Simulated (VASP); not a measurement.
# NaF (Villiaumite) (Fm-3m) in VASP: further runs

The runs below take NaF (Villiaumite) through relaxation of cell and atoms, single point, with PBE.

All numbers are computed with VASP 6.6.1; they aren't measurements. Logs are shortened: lines on timing, memory, paths and dates and some standing lists are left out, and cuts for length are marked.

## 1. The cell of the first run

It takes space group Fm-3m (No. 225, cubic). Conventional cell: a = 4.640 Å, b = 4.640 Å, c = 4.640 Å, α = 90.00°, β = 90.00°, γ = 90.00°. Within 3.1 Å of Na (site symmetry m-3m) lie 6 F at 2.32 Å. Within 3.1 Å of F (site symmetry m-3m) lie 6 Na at 2.32 Å.

## 2. Relaxation of cell and atoms, PBE

INCAR reads:

```
  PREC = Accurate
  ENCUT = 600
  EDIFF = 1E-7
  ISMEAR = 0
  SIGMA = 0.02
  LREAL = F
  LASPH = T
  NELM = 80
  ALGO = Normal
  ISIF = 3
  LWAVE = F
  LCHARG = F
  GGA = PE
  IBRION = 2
  NSW = 100
  EDIFFG = -0.005
```

KPOINTS reads:

```
Automatic mesh
0
Gamma
  8 8 8
```

POSCAR reads:

```
NaF
1.0
    0.0000000000      2.3200000000      2.3200000000
    2.3200000000      0.0000000000      2.3200000000
    2.3200000000      2.3200000000      0.0000000000
Na F
1 1
Direct
    0.0000000000      0.0000000000      0.0000000000
    0.5000000000      0.5000000000      0.5000000000
```

Potentials or basis: VASP PAW PBE potentials, release 64 (Na_pv, F).

The run is started by

```
cat potpaw_PBE.64/Na_pv/POTCAR potpaw_PBE.64/F/POTCAR > POTCAR
mpirun -np 1 vasp_std > vasp.out
```

OUTCAR:

```text
PREC = Accurate
   ENCUT = 600
   EDIFF = 1E-7
   ISMEAR = 0
   LREAL = F
   LASPH = T
   NELM = 80
   ISIF = 3
   GGA = PE
   IBRION = 2
   NSW = 100
   EDIFFG = -0.005

 ion  position               nearest neighbor table
   1  0.000  0.000  0.000-   2 2.32   2 2.32   2 2.32   2 2.32   2 2.32   2 2.32
   2  0.500  0.500  0.500-   1 2.32   1 2.32   1 2.32   1 2.32   1 2.32   1 2.32

  LATTYP: Found a face centered cubic cell.
 ALAT       =     4.6400000000

  Lattice vectors:

 A1 = (   0.0000000000,   2.3200000000,   2.3200000000)
 A2 = (   2.3200000000,   0.0000000000,   2.3200000000)
 A3 = (   2.3200000000,   2.3200000000,   0.0000000000)

Analysis of symmetry for initial positions (statically):
=====================================================================
 Subroutine PRICEL returns:
 Original cell was already a primitive cell.

 Routine SETGRP: Setting up the symmetry group for a
 face centered cubic supercell.

 Subroutine GETGRP returns: Found 48 space group operations
 (whereof 48 operations were pure point group operations)
 out of a pool of 48 trial point group operations.

The static configuration has the point symmetry O_h .

Analysis of symmetry for dynamics (positions and initial velocities):
=====================================================================
 Subroutine PRICEL returns:
 Original cell was already a primitive cell.

 Routine SETGRP: Setting up the symmetry group for a
 face centered cubic supercell.

 Subroutine GETGRP returns: Found 48 space group operations
 (whereof 48 operations were pure point group operations)
 out of a pool of 48 trial point group operations.

The dynamic configuration has the point symmetry O_h .

 Subroutine INISYM returns: Found 48 space group operations
 (whereof 48 operations are pure point group operations),
 and found     1 'primitive' translations

----------------------------------------------------------------------------------------

                                     Primitive cell

  volume of cell :      24.9743

  direct lattice vectors                    reciprocal lattice vectors
     0.000000000  2.320000000  2.320000000    -0.215517241  0.215517241  0.215517241
     2.320000000  0.000000000  2.320000000     0.215517241 -0.215517241  0.215517241
     2.320000000  2.320000000  0.000000000     0.215517241  0.215517241 -0.215517241

  length of vectors
     3.280975465  3.280975465  3.280975465     0.373286812  0.373286812  0.373286812

  position of ions in fractional coordinates (direct lattice)
     0.000000000  0.000000000  0.000000000
     0.500000000  0.500000000  0.500000000

  ion indices of the primitive-cell ions
   primitive index   ion index
                 1           1
                 2           2

----------------------------------------------------------------------------------------

 KPOINTS: Automatic mesh

Automatic generation of k-mesh.
 Grid dimensions read from file:
 generate k-points for:    8    8    8

 Generating k-lattice:

  Cartesian coordinates                     Fractional coordinates (reciprocal lattice)
    -0.026939655  0.026939655  0.026939655     0.125000000  0.000000000  0.000000000
     0.026939655 -0.026939655  0.026939655     0.000000000  0.125000000  0.000000000
     0.026939655  0.026939655 -0.026939655     0.000000000  0.000000000  0.125000000

  Length of vectors
     0.046660851  0.046660851  0.046660851

  Shift w.r.t. Gamma in fractional coordinates (k-lattice)
     0.000000000  0.000000000  0.000000000

 Subroutine IBZKPT returns following result:
 ===========================================

 Found     29 irreducible k-points:

 Following reciprocal coordinates:
            Coordinates               Weight
  0.000000  0.000000  0.000000      1.000000
  0.125000  0.000000  0.000000      8.000000
  0.250000  0.000000  0.000000      8.000000
  0.375000  0.000000  0.000000      8.000000
  0.500000  0.000000  0.000000      4.000000
  0.125000  0.125000  0.000000      6.000000
[... 16 lines left out ...]
  0.500000  0.250000  0.125000     48.000000
 -0.375000  0.250000  0.125000     24.000000
 [... further k-points ...]
   k-points           NKPTS =     29   k-points in BZ     NKDIM =     29   number of bands    NBANDS=     11
   number of dos      NEDOS =    301   number of ions     NIONS =      2
   total plane-waves  NPLWV =  21952
   dimension x,y,z NGX =    28 NGY =   28 NGZ =   28
   dimension x,y,z NGXF=    56 NGYF=   56 NGZF=   56
   ions per type =               1   1
   NGX,Y,Z   is equivalent  to a cutoff of  14.19, 14.19, 14.19 a.u.
   NGXF,Y,Z  is equivalent  to a cutoff of  28.38, 28.38, 28.38 a.u.
 SYSTEM =  unknown system
   PREC   = accura    normal or accurate (medium, high low for compatibility)
   ISTART =      0    job   : 0-new  1-cont  2-samecut
   ICHARG =      2    charge: 1-file 2-atom 10-const
   ISPIN  =      1    spin polarized calculation?
   LNONCOLLINEAR =      F non collinear calculations
   LSORBIT =      F    spin-orbit coupling
   LASPH  =      T    aspherical Exc in radial PAW
   ENCUT  =  600.0 eV  44.10 Ry    6.64 a.u.   6.55  6.55  6.55*2*pi/ulx,y,z
   NELM   =     80;   NELMIN=  2; NELMDL= -5     # of ELM steps
   EDIFF  = 0.1E-06   stopping-criterion for ELM
   LREAL  =      F    real-space projection
   EDIFFG = -.5E-02   stopping-criterion for IOM
   NSW    =    100    number of steps for IOM
   IBRION =      2    ionic relax: 0-MD 1-quasi-New 2-CG
   NFREE  =      1    steps in history (QN), initial steepest desc. (CG)
   ISIF   =      3    stress and relaxation
   ISYM   =      2    0-nonsym 1-usesym 2-fastsym
   POTIM  = 0.5000    time-step for ionic-motion
   TEBEG  =    0.0;   TEEND  =   0.0 temperature during run
   PSTRESS=    0.0 pullay stress
   NELECT =      14.0000    total number of electrons
   NUPDOWN=      -1.0000    fix difference up-down
   EMIN   =  10.00;   EMAX   =-10.00  energy-range for DOS
   EFERMI =   0.00;   METHOD = LEGACY
   ISMEAR =     0;   SIGMA  =   0.02  broadening in eV -4-tet -1-fermi 0-gaus
   EFERMI_NEDOS =   21; number of points for ismear=-14 and -15
   IALGO  =     38    algorithm
   IMIX   =      4    mixing-type and parameters
     AMIX     =   0.40;   BMIX     =  1.00
     AMIX_MAG =   1.60;   BMIX_MAG =  1.00
  volume/ion in A,a.u.               =      12.49        84.27
  Fermi-wavevector in a.u.,A,eV,Ry     =   1.349852  2.550851 24.791186  1.822101
  Thomas-Fermi vector in A             =   2.477405
   LORBIT       =      0    0 simple, 1 ext, 2 COOP (PROOUT), +10 PAW based schemes
   GGA     = PE    functional components
   LHFCALC =     F    Hartree Fock is set to
   AEXX    =    0.0000 exact exchange contribution
   IVDW    =     0    specifies the selected vdW correction
   LEPSILON=     F    determine dielectric tensor
   LRPA    =     F    only Hartree local field effects (RPA)
 conjugate gradient relaxation of ions
 non-spin polarized calculation
 Gauss-broadening in eV      SIGMA  =   0.02
  energy-cutoff  :      600.00
  volume of cell :       24.97
 maximum number of plane-waves:       869
 NGX is ok and might be reduce to    28
   NGX = 13   NGY = 13   NGZ = 13

--------------------------------------- Ionic step        1  -------------------------------------------

 number of electron      14.0000006 magnetization

 Free energy of the ion-electron system (eV)
  ---------------------------------------------------
  ext. energy  EPLUGINS =         0.00000000
  ---------------------------------------------------
  free energy    TOTEN  =        -8.56468617 eV

  energy without entropy =       -8.56468617  energy(sigma->0) =       -8.56468617

------------------------ aborting loop because EDIFF is reached ----------------------------------------

  FORCE on cell =-STRESS in cart. coord.  units (eV):
  Direction    XX          YY          ZZ          XY          YZ          ZX
  --------------------------------------------------------------------------------------
  -------------------------------------------------------------------------------------
  Total        0.2661403      0.2661403      0.2661403      0.0000000     -0.0000000      0.0000000
  in kB       17.0736873     17.0736873     17.0736873      0.0000000     -0.0000000      0.0000000
  external PRESSURE =      17.0736873 kB  Pullay stress =       0.0000000 kB
[... 93 lines left out ...]
  energy  without entropy=       -8.5692773186  energy(sigma->0) =       -8.56927732

--------------------------------------- Ionic step        4  -------------------------------------------

 number of electron      14.0000003 magnetization

 Free energy of the ion-electron system (eV)
  ---------------------------------------------------
  ext. energy  EPLUGINS =         0.00000000
  ---------------------------------------------------
  free energy    TOTEN  =        -8.56928704 eV

  energy without entropy =       -8.56928704  energy(sigma->0) =       -8.56928704

 E-fermi :  -2.1381     XC(G=0):  -8.9695

 val. band max:       -2.2512628130   @ k =   0.0000   0.0000   0.0000
 cond. band min:       3.8437470027   @ k =   0.0000   0.0000   0.0000
 fundamental gap:      6.0950098157
 Fermi energy:        -2.1381069128

 k-point     1 :       0.0000    0.0000    0.0000
  band No.  band energies     occupation
      1     -21.3615      2.00000
      2     -21.3152      2.00000
      3     -21.3152      2.00000
      4     -21.3152      2.00000
      5      -2.2513      2.00000
      6      -2.2513      2.00000
      7      -2.2513      2.00000
      8       3.8437      0.00000
      9      16.4464      0.00000
     10      16.4464      0.00000
     11      16.4464      0.00000
[... 309 lines left out ...]
 k-point    24 :      -0.3750    0.2500    0.1250
  band No.  band energies     occupation
      1     -21.8829      2.00000
      2     -21.3627      2.00000
      3     -21.3423      2.00000
      4     -20.6457      2.00000
      5      -3.4911      2.00000
      6      -2.7961      2.00000
      7      -2.5661      2.00000
      8       9.2809      0.00000
      9      10.1531      0.00000
     10      14.4634      0.00000
     11      16.2696      0.00000

 [... further k-points ...]
[... 5 lines left out ...]
  --------------------------------------------------------------------------------------
  -------------------------------------------------------------------------------------
  Total        0.0099296      0.0099296      0.0099296      0.0000000      0.0000000     -0.0000000
  in kB        0.6149615      0.6149615      0.6149615      0.0000000      0.0000000     -0.0000000
  external PRESSURE =       0.6149615 kB  Pullay stress =       0.0000000 kB
[... 17 lines left out ...]
  FREE ENERGIE OF THE ION-ELECTRON SYSTEM (eV)
  ---------------------------------------------------
  free  energy   TOTEN  =        -8.5692870384 eV

  energy  without entropy=       -8.5692870384  energy(sigma->0) =       -8.56928704

 reached required accuracy - stopping structural energy minimisation
```

Run time: 33 s. Hardware: 1 thread of Intel Xeon Platinum 8259CL at 2.50GHz (Skylake/Cascade Lake), shared host; peak memory 0.15 GiB.

What came out:

| Item | Value |
| --- | --- |
| Free energy | -8.5693 eV |
| Relaxed volume | 12.93 Å³/atom |
| Relaxed cell | a = 3.320 Å, b = 3.320 Å, c = 3.320 Å, α = 60.00°, β = 60.00°, γ = 60.00° |
| Space group after relaxing (to 0.05 Å) | Fm-3m (No. 225) |
| Energy gained by relaxing | 2.3 meV/atom |
| Ionic steps | 4 |
| Pressure after relaxing | 0.1 GPa |
| Band gap on the k mesh | 6.09 eV, direct |

The path:
| step | energy change (eV) | largest force (eV/Å) | pressure (GPa) | volume (Å³) |
| --- | --- | --- | --- | --- |
| 1 | 0.0000 | 0.0000 | 1.71 | 24.97 |
| 2 | -0.0037 | 0.0000 | 0.74 | 25.46 |
| 3 | -0.0046 | 0.0000 | -0.07 | 25.91 |
| 4 | -0.0046 | 0.0000 | 0.06 | 25.87 |

Final structure:
```
CELL_PARAMETERS angstrom
0.00000 2.34740 2.34740
2.34740 0.00000 2.34740
2.34740 2.34740 0.00000
ATOMIC_POSITIONS crystal
Na 0.00000 0.00000 0.00000
F 0.50000 0.50000 0.50000
```

PBE usually gives volumes a little too large and moduli too small. Zero-point motion and thermal expansion aren't in these numbers.

## 3. Relaxation of cell and atoms, PBE

This run uses another cell than the first one, of 12.97 Å³/atom, 1.039 times its volume.

INCAR reads:

```
SYSTEM = NaF
  PREC = Accurate
  ENCUT = 600
  EDIFF = 1E-6
  ISMEAR = 0
  SIGMA = 0.01
  LREAL = .False.
  LASPH = .True.
  NELM = 100
  ALGO = Normal
  ISIF = 3
  LWAVE = .False.
  LCHARG = .False.
  GGA = PE
  IBRION = 2
  NSW = 80
  EDIFFG = -0.001
```

KPOINTS reads:

```
regular mesh
0
Gamma
  8 8 8
  0 0 0
```

POSCAR reads:

```
NaF
1.0
    0.0000000000      2.3497438127      2.3497438127
    2.3497438127      0.0000000000      2.3497438127
    2.3497438127      2.3497438127      0.0000000000
Na F
1 1
Direct
    0.0000000000      0.0000000000      0.0000000000
    0.5000000000      0.5000000000      0.5000000000
```

Potentials or basis: VASP PAW PBE potentials, release 64 (Na_pv, F).

The run is started by

```
cat potpaw_PBE.64/Na_pv/POTCAR potpaw_PBE.64/F/POTCAR > POTCAR
mpirun -np 1 vasp_std > vasp.out
```

Run time: 40 s. Hardware: 1 thread of Intel Xeon Platinum 8259CL at 2.50GHz (Skylake/Cascade Lake), shared host; peak memory 0.15 GiB.

Results (log left out):

```yaml
Free_energy: -8.5713 eV
Relaxed_volume: 12.92 Å³/atom
Relaxed_cell: a = 3.319 Å, b = 3.319 Å, c = 3.319 Å, α = 60.00°, β = 60.00°, γ = 60.00°
Space_group_after_relaxing_to_0.05_Å: Fm-3m (No. 225)
Energy_gained_by_relaxing: 0.0 meV/atom
Ionic_steps: 9
Pressure_after_relaxing: 0.0 GPa
Band_gap_on_the_k_mesh: 6.10 eV, direct
```

Final structure:
```xyz
2
Lattice="0.0000 2.3468 2.3468 2.3468 0.0000 2.3468 2.3468 2.3468 0.0000" Properties=species:S:1:pos:R:3 pbc="T T T"
Na    0.0000    0.0000    0.0000
F     2.3468    2.3468    2.3468
```

Levels at points of the mesh, in eV from the valence-band top:
```csv
k point,band 4,band 5,band 6,band 7,band 8,band 9,band 10,band 11
"(0.00, 0.00, 0.00)",-19.06,0.00,0.00,0.00,6.10,18.70,18.70,18.70
"(0.50, 0.00, 0.00)",-18.27,-1.51,-0.24,-0.24,10.55,12.14,19.70,19.70
"(0.50, 0.50, 0.00)",-18.88,-1.21,-0.39,-0.39,12.84,13.18,13.23,19.27
```

## 4. Single point, PBE (volume scaled by 0.91)

INCAR reads:

```
SYSTEM = NaF
PREC     = Accurate       ! precision mode
ENCUT    = 520            ! plane-wave cutoff, eV
EDIFF    = 1E-7           ! SCF threshold, eV
ISMEAR   = 0              ! smearing method
SIGMA    = 0.02           ! smearing width, eV
LREAL    = .False.        ! projectors in reciprocal space
LASPH    = .True.         ! aspherical terms in the spheres
NELM     = 60             ! most SCF steps
ALGO     = Normal         ! electronic algorithm
ISIF     = 2              ! what is computed and relaxed
LWAVE    = .False.        ! write WAVECAR
LCHARG   = .False.        ! write CHGCAR
GGA      = PE             ! functional
NBANDS   = 14             ! bands
```

KPOINTS reads:

```
Automatic mesh
0
Gamma
  8 8 8
  0 0 0
```

POSCAR reads:

```
NaF
1.0
    0.0000000000      2.2770241957      2.2770241957
    2.2770241957      0.0000000000      2.2770241957
    2.2770241957      2.2770241957      0.0000000000
Na F
1 1
Direct
    0.0000000000      0.0000000000      0.0000000000
    0.5000000000      0.5000000000      0.5000000000
```

The run is started by

```
cat potpaw_PBE.64/Na_pv/POTCAR potpaw_PBE.64/F/POTCAR > POTCAR
mpirun -np 1 vasp_std > vasp.out
```

Run time: 7.6 s. Hardware: 1 thread of Intel Xeon Platinum 8375C at 2.90GHz (Ice Lake), shared host; peak memory 0.13 GiB.

Results (log left out):

| Item | Value |
| --- | --- |
| Free energy | -8.5313 eV |
| Pressure | 5.2 GPa |
| Band gap on the k mesh | 6.59 eV, direct |

Levels at points of the mesh, in eV from the valence-band top:
```csv
k point,band 3,band 4,band 5,band 6,band 7,band 8,band 9,band 10,band 11,band 12
"(0.00, 0.00, 0.00)",-18.79,-18.79,0.00,0.00,0.00,6.59,19.35,19.35,19.35,22.32
"(0.50, 0.00, 0.00)",-18.81,-18.03,-1.70,-0.28,-0.28,11.11,12.92,20.69,20.69,23.55
"(0.50, 0.50, 0.00)",-18.86,-18.86,-1.35,-0.43,-0.43,13.48,13.59,14.13,20.46,20.46
```

Caveat: the cell differs from its parent crystal (volume scaled by 0.91).

## 5. Overview

```tsv
task	cell	cutoff (eV)	smearing	gap on the mesh (eV)	pressure (GPa)	relaxed volume (Å³/atom)
relaxation of cell and atoms	relaxed from a = 3.281 Å, angles 60.0°, 2 atoms	600	gaussian 0.02 eV	6.09	0.1	12.93
relaxation of cell and atoms	relaxed from a = 3.323 Å, angles 60.0°, 2 atoms	600	gaussian 0.01 eV	6.10	0.0	12.92
single point	a = 3.220 Å, angles 60.0°, 2 atoms	520	gaussian 0.02 eV	6.59	5.2	-
```

Alike in all rows: level PBE; potentials or basis VASP PAW PBE potentials, release 64 (Na_pv, F); no spin polarisation; k mesh 8 × 8 × 8.

Absolute energies hang on the potentials; compare differences alone.
